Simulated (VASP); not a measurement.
# Ir (P6_3/mmc) in VASP: a series of runs

Aim: see how the results for Ir move with the level of theory and the settings. Levels: PBE+D4, PBE, PBE+D3(BJ). Tasks: single point, relaxation of cell and atoms.

Program: VASP 6.6.1. These are calculated values, not measurements. Logs are shortened: lines on timing, memory, paths and dates and some standing lists are left out, and cuts for length are marked.

## Step 1: The cell of the first run

Symmetry: P6_3/mmc, No. 194, hexagonal system. Conventional cell: a = 2.725 Å, b = 2.725 Å, c = 4.417 Å, α = 90.00°, β = 90.00°, γ = 120.00°. Within 3.6 Å of Ir (site symmetry -6m2) lie 12 Ir at 2.71 to 2.72 Å.

## Step 2: Single point, PBE+D4

The input, INCAR:

```
  ALGO = Normal
  EDIFF = 1E-7
  ENCUT = 520
  GGA = PE
  ISIF = 2
  ISMEAR = -1
  IVDW = 13
  LASPH = T
  LCHARG = F
  LREAL = F
  LWAVE = F
  NBANDS = 16
  NELM = 80
  PREC = Accurate
  SIGMA = 0.05
```

The input, KPOINTS:

```
k-points
0
Gamma
  11 11 6
```

The input, POSCAR:

```
Ir
1.0
    2.7248459801      0.0000000000      0.0000000000
   -1.3624229901      2.3597858402      0.0000000000
    0.0000000000      0.0000000000      4.4170302645
Ir
2
Direct
    0.3333333333      0.6666666667      0.2500000000
    0.6666666667      0.3333333333      0.7500000000
```

Potentials or basis: VASP PAW PBE potentials, release 64 (Ir).

Command:

```sh
$ cat potpaw_PBE.64/Ir/POTCAR > POTCAR
$ mpirun -np 1 vasp_std > vasp.out
```

OUTCAR:

```text
EDIFF = 1E-7
   ENCUT = 520
   GGA = PE
   ISIF = 2
   ISMEAR = -1
   IVDW = 13
   LASPH = T
   LREAL = F
   NELM = 80
   PREC = Accurate

 ion  position               nearest neighbor table
   1  0.333  0.667  0.250-   2 2.71   2 2.71   2 2.71   2 2.71   2 2.71   2 2.71
   2  0.667  0.333  0.750-   1 2.71   1 2.71   1 2.71   1 2.71   1 2.71   1 2.71

  LATTYP: Found a hexagonal cell.
 ALAT       =     2.7248459801
 C/A-ratio  =     1.6210201592

  Lattice vectors:

 A1 = (   2.7248459801,   0.0000000000,   0.0000000000)
 A2 = (  -1.3624229901,   2.3597858402,   0.0000000000)
 A3 = (   0.0000000000,   0.0000000000,   4.4170302645)

Analysis of symmetry for initial positions (statically):
=====================================================================
 Subroutine PRICEL returns:
 Original cell was already a primitive cell.

 Routine SETGRP: Setting up the symmetry group for a
 hexagonal supercell.

 Subroutine GETGRP returns: Found 24 space group operations
 (whereof 12 operations were pure point group operations)
 out of a pool of 24 trial point group operations.

The static configuration has the point symmetry D_3d.
 The point group associated with its full space group is D_6h.

Analysis of symmetry for dynamics (positions and initial velocities):
=====================================================================
 Subroutine PRICEL returns:
 Original cell was already a primitive cell.

 Routine SETGRP: Setting up the symmetry group for a
 hexagonal supercell.

 Subroutine GETGRP returns: Found 24 space group operations
 (whereof 12 operations were pure point group operations)
 out of a pool of 24 trial point group operations.

The dynamic configuration has the point symmetry D_3d.
 The point group associated with its full space group is D_6h.

 Subroutine INISYM returns: Found 24 space group operations
 (whereof 12 operations are pure point group operations),
 and found     1 'primitive' translations

----------------------------------------------------------------------------------------

                                     Primitive cell

  volume of cell :      28.4017

  direct lattice vectors                    reciprocal lattice vectors
     2.724845980  0.000000000  0.000000000     0.366993220  0.211883634  0.000000000
    -1.362422990  2.359785840  0.000000000     0.000000000  0.423767269  0.000000000
     0.000000000  0.000000000  4.417030265     0.000000000  0.000000000  0.226396456

  length of vectors
     2.724845980  2.724845980  4.417030265     0.423767269  0.423767269  0.226396456

  position of ions in fractional coordinates (direct lattice)
     0.333333333  0.666666667  0.250000000
     0.666666667  0.333333333  0.750000000

  ion indices of the primitive-cell ions
   primitive index   ion index
                 1           1
                 2           2

----------------------------------------------------------------------------------------

 KPOINTS: k-points

Automatic generation of k-mesh.
 Grid dimensions read from file:
 generate k-points for:   11   11    6

 Generating k-lattice:

  Cartesian coordinates                     Fractional coordinates (reciprocal lattice)
     0.033363020  0.019262149  0.000000000     0.090909091  0.000000000  0.000000000
     0.000000000  0.038524297  0.000000000     0.000000000  0.090909091  0.000000000
     0.000000000  0.000000000  0.037732743     0.000000000  0.000000000  0.166666667

  Length of vectors
     0.038524297  0.038524297  0.037732743

  Shift w.r.t. Gamma in fractional coordinates (k-lattice)
     0.000000000  0.000000000  0.000000000

 Subroutine IBZKPT returns following result:
 ===========================================

 Found     64 irreducible k-points:

 Following reciprocal coordinates:
            Coordinates               Weight
  0.000000  0.000000  0.000000      1.000000
  0.090909  0.000000  0.000000      6.000000
  0.181818  0.000000  0.000000      6.000000
  0.272727  0.000000  0.000000      6.000000
  0.363636 -0.000000  0.000000      6.000000
  0.454545  0.000000  0.000000      6.000000
[... 16 lines left out ...]
  0.090909  0.090909  0.166667     12.000000
  0.181818  0.090909  0.166667     24.000000
 [... further k-points ...]
   k-points           NKPTS =     64   k-points in BZ     NKDIM =     64   number of bands    NBANDS=     16
   number of dos      NEDOS =    301   number of ions     NIONS =      2
   total plane-waves  NPLWV =  14400
   dimension x,y,z NGX =    20 NGY =   20 NGZ =   36
   dimension x,y,z NGXF=    40 NGYF=   40 NGZF=   72
   ions per type =               2
   NGX,Y,Z   is equivalent  to a cutoff of  12.20, 12.20, 13.55 a.u.
   NGXF,Y,Z  is equivalent  to a cutoff of  24.40, 24.40, 27.10 a.u.
 SYSTEM =  unknown system
   PREC   = accura    normal or accurate (medium, high low for compatibility)
   ISTART =      0    job   : 0-new  1-cont  2-samecut
   ICHARG =      2    charge: 1-file 2-atom 10-const
   ISPIN  =      1    spin polarized calculation?
   LNONCOLLINEAR =      F non collinear calculations
   LSORBIT =      F    spin-orbit coupling
   LASPH  =      T    aspherical Exc in radial PAW
   ENCUT  =  520.0 eV  38.22 Ry    6.18 a.u.   5.07  5.07  8.21*2*pi/ulx,y,z
   NELM   =     80;   NELMIN=  2; NELMDL= -5     # of ELM steps
   EDIFF  = 0.1E-06   stopping-criterion for ELM
   LREAL  =      F    real-space projection
   EDIFFG = 0.1E-05   stopping-criterion for IOM
   NSW    =      0    number of steps for IOM
   IBRION =     -1    ionic relax: 0-MD 1-quasi-New 2-CG
   NFREE  =      0    steps in history (QN), initial steepest desc. (CG)
   ISIF   =      2    stress and relaxation
   ISYM   =      2    0-nonsym 1-usesym 2-fastsym
   POTIM  = 0.5000    time-step for ionic-motion
   TEBEG  =    0.0;   TEEND  =   0.0 temperature during run
   PSTRESS=    0.0 pullay stress
   NELECT =      18.0000    total number of electrons
   NUPDOWN=      -1.0000    fix difference up-down
   EMIN   =  10.00;   EMAX   =-10.00  energy-range for DOS
   EFERMI =   0.00;   METHOD = LEGACY
   ISMEAR =    -1;   SIGMA  =   0.05  broadening in eV -4-tet -1-fermi 0-gaus
   EFERMI_NEDOS =   21; number of points for ismear=-14 and -15
   IALGO  =     38    algorithm
   IMIX   =      4    mixing-type and parameters
     AMIX     =   0.40;   BMIX     =  1.00
     AMIX_MAG =   1.60;   BMIX_MAG =  1.00
  volume/ion in A,a.u.               =      14.20        95.83
  Fermi-wavevector in a.u.,A,eV,Ry     =   1.406212  2.657355 26.904585  1.977431
  Thomas-Fermi vector in A             =   2.528595
   LORBIT       =      0    0 simple, 1 ext, 2 COOP (PROOUT), +10 PAW based schemes
   GGA     = PE    functional components
   LHFCALC =     F    Hartree Fock is set to
   AEXX    =    0.0000 exact exchange contribution
   IVDW    =    13    specifies the selected vdW correction
   LEPSILON=     F    determine dielectric tensor
   LRPA    =     F    only Hartree local field effects (RPA)
 non-spin polarized calculation
  energy-cutoff  :      520.00
  volume of cell :       28.40
 maximum number of plane-waves:       784
   NGX = 11   NGY = 11   NGZ = 17

 number of electron      18.0000000 magnetization

 Free energy of the ion-electron system (eV)
  ---------------------------------------------------
  ext. energy  EPLUGINS =         0.00000000
  ---------------------------------------------------
  free energy    TOTEN  =       -17.51201320 eV

  energy without entropy =      -17.48737847  energy(sigma->0) =      -17.49969583

 E-fermi :  10.4454     XC(G=0): -13.9660

 val. band max:       10.4350354677   @ k =   0.3636   0.1818   0.1667
 cond. band min:      10.4493385851   @ k =   0.2727   0.0909   0.3333
 fundamental gap:      0.0143031175
 Fermi energy:        10.4454087797

 k-point     1 :       0.0000    0.0000    0.0000
  band No.  band energies     occupation
      1      -0.7383      2.00000
      2       2.3060      2.00000
      3       6.5280      2.00000
      4       6.6277      2.00000
      5       6.6277      2.00000
      6       7.2857      2.00000
[... 8 lines left out ...]
     15      26.8851      0.00000
     16      27.9478      0.00000

 k-point     2 :       0.0909    0.0000    0.0000
  band No.  band energies     occupation
      1      -0.4181      2.00000
      2       2.5882      2.00000
      3       6.0886      2.00000
      4       6.8982      2.00000
      5       6.9815      2.00000
      6       7.1439      2.00000
[... 8 lines left out ...]
     15      27.2963      0.00000
     16      28.4191      0.00000

 k-point     3 :       0.1818    0.0000    0.0000
  band No.  band energies     occupation
      1       0.4698      2.00000
      2       3.2516      2.00000
      3       5.5814      2.00000
      4       6.2617      2.00000
      5       6.6761      2.00000
      6       7.4304      2.00000
[... 8 lines left out ...]
     15      27.6087      0.00000
     16      28.3019      0.00000

 k-point     4 :       0.2727    0.0000    0.0000
  band No.  band energies     occupation
      1       1.6579      2.00000
      2       3.5472      2.00000
      3       4.9864      2.00000
      4       5.6202      2.00000
      5       6.5168      2.00000
      6       6.9462      2.00000
[... 8 lines left out ...]
     15      25.8564      0.00000
     16      26.0683      0.00000
[... 324 lines left out ...]
 k-point    22 :       0.4545    0.0000    0.1667
  band No.  band energies     occupation
      1       2.5792      2.00000
      2       3.0367      2.00000
      3       4.2808      2.00000
      4       5.3456      2.00000
      5       6.5900      2.00000
      6       7.4304      2.00000
[... 8 lines left out ...]
     15      22.9010      0.00000
     16      23.4794      0.00000

 k-point    23 :       0.0909    0.0909    0.1667
  band No.  band energies     occupation
      1       0.4734      2.00000
      2       3.1419      2.00000
      3       5.7022      2.00000
      4       6.0549      2.00000
      5       6.6184      2.00000
      6       7.0964      2.00000
[... 8 lines left out ...]
     15      27.6113      0.00000
     16      27.9052      0.00000

 k-point    24 :       0.1818    0.0909    0.1667
  band No.  band energies     occupation
      1       1.4866      2.00000
      2       3.8398      2.00000
      3       5.1048      2.00000
      4       5.3371      2.00000
      5       6.3329      2.00000
      6       6.9574      2.00000
[... 8 lines left out ...]
     15      25.8318      0.00000
     16      27.0789      0.00000

 [... further k-points ...]

------------------------ aborting loop because EDIFF is reached ----------------------------------------

  DFT-D4 for vdW energy calculation

  Edisp (eV):   -1.84135

  FORCE on cell =-STRESS in cart. coord.  units (eV):
  Direction    XX          YY          ZZ          XY          YZ          ZX
  --------------------------------------------------------------------------------------
  -------------------------------------------------------------------------------------
  Total       0.10583     0.10583     0.11573    -0.00000     0.00000     0.00000
  in kB       5.96973     5.96973     6.52832    -0.00000     0.00000     0.00000
  external pressure =        6.16 kB  Pullay stress =        0.00 kB

 VOLUME and BASIS-vectors are now :
 -----------------------------------------------------------------------------
  energy-cutoff  :      520.00
  volume of cell :       28.40
      direct lattice vectors                 reciprocal lattice vectors
     2.724845980  0.000000000  0.000000000     0.366993220  0.211883634  0.000000000
    -1.362422990  2.359785840  0.000000000     0.000000000  0.423767269  0.000000000
     0.000000000  0.000000000  4.417030265     0.000000000  0.000000000  0.226396456

 POSITION                                       TOTAL-FORCE (eV/Angst)
 -----------------------------------------------------------------------------------
     -0.00000      1.57319      1.10426        -0.000000      0.000000      0.000000
      1.36242      0.78660      3.31277         0.000000      0.000000      0.000000
 -----------------------------------------------------------------------------------
    total drift:                               -0.000000      0.000000     -0.000000

  FREE ENERGIE OF THE ION-ELECTRON SYSTEM (eV)
  ---------------------------------------------------
  free  energy   TOTEN  =       -19.3533611563 eV

  energy  without entropy=      -19.3287264238  energy(sigma->0) =      -19.34104379
```

It took 33 s on 1 thread of Intel Xeon Platinum 8375C at 2.90GHz (Ice Lake), shared host; peak memory 0.15 GiB.

What came out:

| Quantity | Value |
| --- | --- |
| Free energy | -19.3534 eV |
| Pressure | 0.6 GPa |
| Band gap on the k mesh | zero (band 9 reaches 11.42 eV, above the bottom of band 10 at 8.19 eV) |
| Dispersion energy per atom | -0.921 eV |

Caveat: spin-orbit coupling is left out, which moves the levels of the heavy elements; pairwise dispersion overbinds metals, which lowers pressure and volume.

## Step 3: Single point, PBE

This run uses another cell than the first one, of 14.57 Å³/atom, 1.026 times its volume.

The input, INCAR:

```
ALGO = Normal
EDIFF = 1E-6
ENCUT = 520
GGA = PE
ISIF = 2
ISMEAR = -1
LASPH = True
LCHARG = False
LREAL = False
LWAVE = False
NBANDS = 16
NELM = 80
PREC = Accurate
SIGMA = 0.05
```

KPOINTS is that of step 2.

The input, POSCAR:

```
Ir
1.0
    2.7488769552      0.0000000000      0.0000000000
   -1.3744384776      2.3805972751      0.0000000000
    0.0000000000      0.0000000000      4.4532896325
Ir
2
Direct
    0.3333333333      0.6666666667      0.2500000000
    0.6666666667      0.3333333333      0.7500000000
```

Potentials or basis: VASP PAW PBE potentials, release 64 (Ir).

Command:

```sh
$ cat potpaw_PBE.64/Ir/POTCAR > POTCAR
$ mpirun -np 1 vasp_std > vasp.out
```

OUTCAR:

```text
EDIFF = 1E-6
   ENCUT = 520
   GGA = PE
   ISIF = 2
   ISMEAR = -1
   LASPH = True
   LREAL = False
   NELM = 80
   PREC = Accurate

 ion  position               nearest neighbor table
   1  0.333  0.667  0.250-   2 2.73   2 2.73   2 2.73   2 2.73   2 2.73   2 2.73
   2  0.667  0.333  0.750-   1 2.73   1 2.73   1 2.73   1 2.73   1 2.73   1 2.73

  LATTYP: Found a hexagonal cell.
 ALAT       =     2.7488769552
 C/A-ratio  =     1.6200396399

  Lattice vectors:

[... 641 lines left out ...]

 [... further k-points ...]

------------------------ aborting loop because EDIFF is reached ----------------------------------------

  FORCE on cell =-STRESS in cart. coord.  units (eV):
  Direction    XX          YY          ZZ          XY          YZ          ZX
  --------------------------------------------------------------------------------------
  -------------------------------------------------------------------------------------
  Total        0.0882502      0.0882502      0.0918073     -0.0000000      0.0000000      0.0000000
  in kB        4.8518120      4.8518120      5.0473780     -0.0000000      0.0000000      0.0000000
  external PRESSURE =       4.9170006 kB  Pullay stress =       0.0000000 kB

 VOLUME and BASIS-vectors are now :
 -----------------------------------------------------------------------------
  energy-cutoff  :      520.00
  volume of cell :       29.14
      direct lattice vectors                 reciprocal lattice vectors
     2.748876955  0.000000000  0.000000000     0.363784926  0.210031325  0.000000000
    -1.374438478  2.380597275  0.000000000     0.000000000  0.420062650  0.000000000
     0.000000000  0.000000000  4.453289632     0.000000000  0.000000000  0.224553102

 POSITION                                       TOTAL-FORCE (eV/Angst)
 -----------------------------------------------------------------------------------
     -0.00000      1.58706      1.11332         0.000000     -0.000000      0.000000
      1.37444      0.79353      3.33997        -0.000000      0.000000      0.000000
 -----------------------------------------------------------------------------------
    total drift:                                0.000000     -0.000000     -0.000000

  FREE ENERGIE OF THE ION-ELECTRON SYSTEM (eV)
  ---------------------------------------------------
  free  energy   TOTEN  =       -17.5361986496 eV

  energy  without entropy=      -17.5104503263  energy(sigma->0) =      -17.52332449
```

stdout:

```text
POSCAR found type information on POSCAR Ir
 POSCAR found :  1 types and       2 ions
 scaLAPACK will be used
 LDA part: xc-table for (Slater+PW92), standard interpolation
 POSCAR, INCAR and KPOINTS ok, starting setup
 FFT: planning ... GRIDC
 FFT: planning ... GRID_SOFT
 FFT: planning ... GRID
 WAVECAR not read
 entering main loop
```

It took 26 s on 1 thread of Intel Xeon Platinum 8375C at 2.90GHz (Ice Lake), shared host; peak memory 0.15 GiB.

What came out:

```
Free energy            : -17.5362 eV
Pressure               : 0.5 GPa
Band gap on the k mesh : zero (band 9 reaches 10.93 eV, above the bottom of band 10 at 7.83 eV)
```

Levels at points of the mesh, in eV from the Fermi level:
| k point | band 7 | band 8 | band 9 | band 10 | band 11 | band 12 |
| --- | --- | --- | --- | --- | --- | --- |
| (0.00, 0.00, 0.00) | -3.03 | -2.28 | -2.28 | -0.72 | 0.27 | 0.27 |
| (0.00, 0.00, 0.50) | -3.79 | -3.79 | -0.45 | -0.45 | -0.45 | -0.45 |

Caveat: spin-orbit coupling is left out, which moves the levels of the heavy elements.

[end of part 1 of 2]
